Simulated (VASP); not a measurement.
# Ag (Fm-3m) in VASP: single point with r2SCAN

Aim: the single point of Ag with r2SCAN.

Everything below comes from runs of VASP 6.6.1. Logs are shortened: lines on timing, memory, paths and dates and some standing lists are left out, and cuts for length are marked.

### Step 1. The cell of the first run

It takes space group Fm-3m (No. 225, cubic). The conventional cell has a = 4.104 Å, b = 4.104 Å, c = 4.104 Å, α = 90.00°, β = 90.00°, γ = 90.00°. Within 3.8 Å of Ag (site symmetry m-3m) lie 12 Ag at 2.90 Å.

### Step 2. Single point, r2SCAN

POSCAR

```
Ag
1.0
    0.0000000000      2.0518484505      2.0518484505
    2.0518484505      0.0000000000      2.0518484505
    2.0518484505      2.0518484505      0.0000000000
Ag
1
Direct
    0.0000000000      0.0000000000      0.0000000000
```

INCAR.step1

```
SYSTEM = Ag
ALGO     = Normal         ! electronic algorithm
EDIFF    = 1E-5           ! SCF threshold, eV
ENCUT    = 550            ! plane-wave cutoff, eV
GGA      = PE             ! functional
GGA_COMPAT= .FALSE.      
ISMEAR   = 0              ! smearing method
LASPH    = .TRUE.         ! aspherical terms in the spheres
LCHARG   = .FALSE.        ! write CHGCAR
LREAL    = .FALSE.        ! projectors in reciprocal space
LWAVE    = .TRUE.         ! write WAVECAR
NBANDS   = 12             ! bands
NELM     = 120            ! most SCF steps
PREC     = Accurate       ! precision mode
SIGMA    = 0.1            ! smearing width, eV
```

INCAR.step2

```
SYSTEM = Ag
ALGO     = Normal         ! electronic algorithm
EDIFF    = 1E-6           ! SCF threshold, eV
ENCUT    = 550            ! plane-wave cutoff, eV
GGA_COMPAT= .FALSE.      
ISIF     = 2              ! what is computed and relaxed
ISMEAR   = 0              ! smearing method
ISTART   = 1            
LASPH    = .TRUE.         ! aspherical terms in the spheres
LCHARG   = .TRUE.         ! write CHGCAR
LELF     = .TRUE.         ! ELF
LMIXTAU  = .TRUE.       
LREAL    = .FALSE.        ! projectors in reciprocal space
LVHAR    = .TRUE.       
LWAVE    = .FALSE.        ! write WAVECAR
METAGGA  = R2SCAN         ! meta-GGA
NBANDS   = 12             ! bands
NELM     = 120            ! most SCF steps
PREC     = Accurate       ! precision mode
SIGMA    = 0.1            ! smearing width, eV
```

KPOINTS

```
k-points
0
G
  18 18 18
  0 0 0
```

Potentials or basis: VASP PAW PBE potentials, release 64 (Ag).

The run is started by

```console
$ cat potpaw_PBE.64/Ag/POTCAR > POTCAR
$ cp INCAR.step1 INCAR
$ mpirun -np 1 vasp_std > vasp.out
$ cp INCAR.step2 INCAR
$ mpirun -np 1 vasp_std > vasp.out
```

OUTCAR:

```text
SYSTEM = Ag
   EDIFF = 1E-6
   ENCUT = 550
   ISIF = 2
   ISMEAR = 0
   ISTART = 1
   LASPH = .TRUE.
   LREAL = .FALSE.
   METAGGA = R2SCAN
   NELM = 120
   PREC = Accurate

 ion  position               nearest neighbor table
   1  0.000  0.000  0.000-

  LATTYP: Found a face centered cubic cell.
 ALAT       =     4.1036969010

  Lattice vectors:

 A1 = (   0.0000000000,   2.0518484505,   2.0518484505)
 A2 = (   2.0518484505,   0.0000000000,   2.0518484505)
 A3 = (   2.0518484505,   2.0518484505,   0.0000000000)

Analysis of symmetry for initial positions (statically):
=====================================================================
 Subroutine PRICEL returns:
 Original cell was already a primitive cell.

 Routine SETGRP: Setting up the symmetry group for a
 face centered cubic supercell.

 Subroutine GETGRP returns: Found 48 space group operations
 (whereof 48 operations were pure point group operations)
 out of a pool of 48 trial point group operations.

The static configuration has the point symmetry O_h .

Analysis of symmetry for dynamics (positions and initial velocities):
=====================================================================
 Subroutine PRICEL returns:
 Original cell was already a primitive cell.

 Routine SETGRP: Setting up the symmetry group for a
 face centered cubic supercell.

 Subroutine GETGRP returns: Found 48 space group operations
 (whereof 48 operations were pure point group operations)
 out of a pool of 48 trial point group operations.

The dynamic configuration has the point symmetry O_h .

 Subroutine INISYM returns: Found 48 space group operations
 (whereof 48 operations are pure point group operations),
 and found     1 'primitive' translations

----------------------------------------------------------------------------------------

                                     Primitive cell

  volume of cell :      17.2769

  direct lattice vectors                    reciprocal lattice vectors
     0.000000000  2.051848451  2.051848451    -0.243682714  0.243682714  0.243682714
     2.051848451  0.000000000  2.051848451     0.243682714 -0.243682714  0.243682714
     2.051848451  2.051848451  0.000000000     0.243682714  0.243682714 -0.243682714

  length of vectors
     2.901751907  2.901751907  2.901751907     0.422070842  0.422070842  0.422070842

  position of ions in fractional coordinates (direct lattice)
     0.000000000  0.000000000  0.000000000

  ion indices of the primitive-cell ions
   primitive index   ion index
                 1           1

----------------------------------------------------------------------------------------

 KPOINTS: k-points

Automatic generation of k-mesh.
 Grid dimensions read from file:
 generate k-points for:   18   18   18

 Generating k-lattice:

  Cartesian coordinates                     Fractional coordinates (reciprocal lattice)
    -0.013537929  0.013537929  0.013537929     0.055555556  0.000000000  0.000000000
     0.013537929 -0.013537929  0.013537929     0.000000000  0.055555556  0.000000000
     0.013537929  0.013537929 -0.013537929     0.000000000  0.000000000  0.055555556

  Length of vectors
     0.023448380  0.023448380  0.023448380

  Shift w.r.t. Gamma in fractional coordinates (k-lattice)
     0.000000000  0.000000000  0.000000000

 Subroutine IBZKPT returns following result:
 ===========================================

 Found    195 irreducible k-points:

 Following reciprocal coordinates:
            Coordinates               Weight
  0.000000  0.000000  0.000000      1.000000
  0.055556  0.000000  0.000000      8.000000
  0.111111  0.000000  0.000000      8.000000
  0.166667  0.000000  0.000000      8.000000
  0.222222  0.000000  0.000000      8.000000
  0.277778  0.000000  0.000000      8.000000
[... 16 lines left out ...]
 -0.277778  0.055556  0.000000     24.000000
 -0.222222  0.055556  0.000000     24.000000
 [... further k-points ...]
   k-points           NKPTS =    195   k-points in BZ     NKDIM =    195   number of bands    NBANDS=     12
   number of dos      NEDOS =    301   number of ions     NIONS =      1
   total plane-waves  NPLWV =  13824
   dimension x,y,z NGX =    24 NGY =   24 NGZ =   24
   dimension x,y,z NGXF=    48 NGYF=   48 NGZF=   48
   ions per type =               1
   NGX,Y,Z   is equivalent  to a cutoff of  13.75, 13.75, 13.75 a.u.
   NGXF,Y,Z  is equivalent  to a cutoff of  27.50, 27.50, 27.50 a.u.
 SYSTEM =  Ag
   PREC   = accura    normal or accurate (medium, high low for compatibility)
   ISTART =      1    job   : 0-new  1-cont  2-samecut
   ICHARG =      0    charge: 1-file 2-atom 10-const
   ISPIN  =      1    spin polarized calculation?
   LNONCOLLINEAR =      F non collinear calculations
   LSORBIT =      F    spin-orbit coupling
   LASPH  =      T    aspherical Exc in radial PAW
   ENCUT  =  550.0 eV  40.42 Ry    6.36 a.u.   5.55  5.55  5.55*2*pi/ulx,y,z
   NELM   =    120;   NELMIN=  2; NELMDL=  0     # of ELM steps
   EDIFF  = 0.1E-05   stopping-criterion for ELM
   LREAL  =      F    real-space projection
   EDIFFG = 0.1E-04   stopping-criterion for IOM
   NSW    =      0    number of steps for IOM
   IBRION =     -1    ionic relax: 0-MD 1-quasi-New 2-CG
   NFREE  =      0    steps in history (QN), initial steepest desc. (CG)
   ISIF   =      2    stress and relaxation
   ISYM   =      2    0-nonsym 1-usesym 2-fastsym
   POTIM  = 0.5000    time-step for ionic-motion
   TEBEG  =    0.0;   TEEND  =   0.0 temperature during run
   PSTRESS=    0.0 pullay stress
   NELECT =      11.0000    total number of electrons
   NUPDOWN=      -1.0000    fix difference up-down
   EMIN   =  10.00;   EMAX   =-10.00  energy-range for DOS
   EFERMI =   0.00;   METHOD = LEGACY
   ISMEAR =     0;   SIGMA  =   0.10  broadening in eV -4-tet -1-fermi 0-gaus
   EFERMI_NEDOS =   21; number of points for ismear=-14 and -15
   IALGO  =     38    algorithm
   IMIX   =      4    mixing-type and parameters
     AMIX     =   0.40;   BMIX     =  1.00
     AMIX_MAG =   1.60;   BMIX_MAG =  1.00
  volume/ion in A,a.u.               =      17.28       116.59
  Fermi-wavevector in a.u.,A,eV,Ry     =   1.408371  2.661436 26.987282  1.983509
  Thomas-Fermi vector in A             =   2.530536
   LORBIT       =      0    0 simple, 1 ext, 2 COOP (PROOUT), +10 PAW based schemes
   METAGGA = R2SCAN    functional components
   LHFCALC =     F    Hartree Fock is set to
   AEXX    =    0.0000 exact exchange contribution
   IVDW    =     0    specifies the selected vdW correction
   LEPSILON=     F    determine dielectric tensor
   LRPA    =     F    only Hartree local field effects (RPA)
 non-spin polarized calculation
 Gauss-broadening in eV      SIGMA  =   0.10
  energy-cutoff  :      550.00
  volume of cell :       17.28
 maximum number of plane-waves:       531
 NGX is ok and might be reduce to    24
   NGX = 11   NGY = 11   NGZ = 11

 number of electron      10.9999999 magnetization

 Free energy of the ion-electron system (eV)
  ---------------------------------------------------
  ext. energy  EPLUGINS =         0.00000000
  ---------------------------------------------------
  free energy    TOTEN  =       -21.36042974 eV

  energy without entropy =      -21.35941866  energy(sigma->0) =      -21.35992420

 E-fermi :   8.2175     XC(G=0): -12.8771

 val. band max:        8.1847277652   @ k =   0.5000   0.1667   0.0556
 cond. band min:       8.3395908553   @ k =   0.5000   0.3333   0.1111
 fundamental gap:      0.1548630901
 Fermi energy:         8.2175301650

 k-point     1 :       0.0000    0.0000    0.0000
  band No.  band energies     occupation
      1       0.3910      2.00000
      2       3.1587      2.00000
      3       3.1587      2.00000
      4       3.1587      2.00000
      5       4.1791      2.00000
      6       4.1791      2.00000
      7      24.8716      0.00000
      8      28.5175      0.00000
      9      28.5175      0.00000
     10      28.5175      0.00000
     11      33.4424      0.00000
     12      34.4090      0.00000

 k-point     2 :       0.0556    0.0000    0.0000
  band No.  band energies     occupation
      1       0.4899      2.00000
      2       3.1366      2.00000
      3       3.1857      2.00000
      4       3.1857      2.00000
      5       4.1688      2.00000
      6       4.1688      2.00000
      7      24.8830      0.00000
      8      27.6380      0.00000
      9      28.5495      0.00000
     10      28.5495      0.00000
     11      33.4993      0.00000
     12      34.3157      0.00000

 k-point     3 :       0.1111    0.0000    0.0000
  band No.  band energies     occupation
      1       0.7746      2.00000
      2       3.0870      2.00000
      3       3.2560      2.00000
      4       3.2560      2.00000
      5       4.1489      2.00000
      6       4.1489      2.00000
      7      24.5727      0.00000
      8      26.2110      0.00000
      9      28.6232      0.00000
     10      28.6232      0.00000
     11      32.6528      0.00000
     12      33.9697      0.00000
[... 286 lines left out ...]
 k-point    23 :      -0.2778    0.0556    0.0000
  band No.  band energies     occupation
      1       1.8455      2.00000
      2       3.2899      2.00000
      3       3.3483      2.00000
      4       3.9070      2.00000
      5       4.3294      2.00000
      6       4.8907      2.00000
      7      17.9230      0.00000
      8      24.7272      0.00000
      9      26.9131      0.00000
     10      29.3655      0.00000
     11      31.2138      0.00000
     12      31.3740      0.00000

 k-point    24 :      -0.2222    0.0556    0.0000
  band No.  band energies     occupation
      1       1.7605      2.00000
      2       3.2176      2.00000
      3       3.4008      2.00000
      4       3.4529      2.00000
      5       4.1371      2.00000
      6       4.5174      2.00000
      7      20.1365      0.00000
      8      25.0329      0.00000
      9      27.4659      0.00000
     10      30.0500      0.00000
     11      30.7268      0.00000
     12      31.7020      0.00000

 [... further k-points ...]

------------------------ aborting loop because EDIFF is reached ----------------------------------------

  FORCE on cell =-STRESS in cart. coord.  units (eV):
  Direction    XX          YY          ZZ          XY          YZ          ZX
  --------------------------------------------------------------------------------------
  -------------------------------------------------------------------------------------
  Total        0.0128055      0.0128055      0.0128055     -0.0000000      0.0000000      0.0000000
  in kB        1.1875166      1.1875166      1.1875166     -0.0000000      0.0000000      0.0000000
  external PRESSURE =       1.1875166 kB  Pullay stress =       0.0000000 kB

 VOLUME and BASIS-vectors are now :
 -----------------------------------------------------------------------------
  energy-cutoff  :      550.00
  volume of cell :       17.28
      direct lattice vectors                 reciprocal lattice vectors
     0.000000000  2.051848451  2.051848451    -0.243682714  0.243682714  0.243682714
     2.051848451  0.000000000  2.051848451     0.243682714 -0.243682714  0.243682714
     2.051848451  2.051848451  0.000000000     0.243682714  0.243682714 -0.243682714

 POSITION                                       TOTAL-FORCE (eV/Angst)
 -----------------------------------------------------------------------------------
      0.00000      0.00000      0.00000        -0.000000     -0.000000     -0.000000
 -----------------------------------------------------------------------------------
    total drift:                                0.000000      0.000000     -0.000000

  FREE ENERGIE OF THE ION-ELECTRON SYSTEM (eV)
  ---------------------------------------------------
  free  energy   TOTEN  =       -21.3604297395 eV

  energy  without entropy=      -21.3594186602  energy(sigma->0) =      -21.35992420
```

Run time: 43 s. Hardware: 1 thread of Intel Xeon 6975P-C (Granite Rapids), shared host; peak memory 0.17 GiB.

Results:

```yaml
Free_energy: -21.3604 eV
Pressure: 0.1 GPa
Band_gap_on_the_k_mesh: zero (an odd number of electrons rules out a gap without spin polarisation)
```

Caveat: the PAW data sets were made with another functional, which shifts forces and pressure a little.
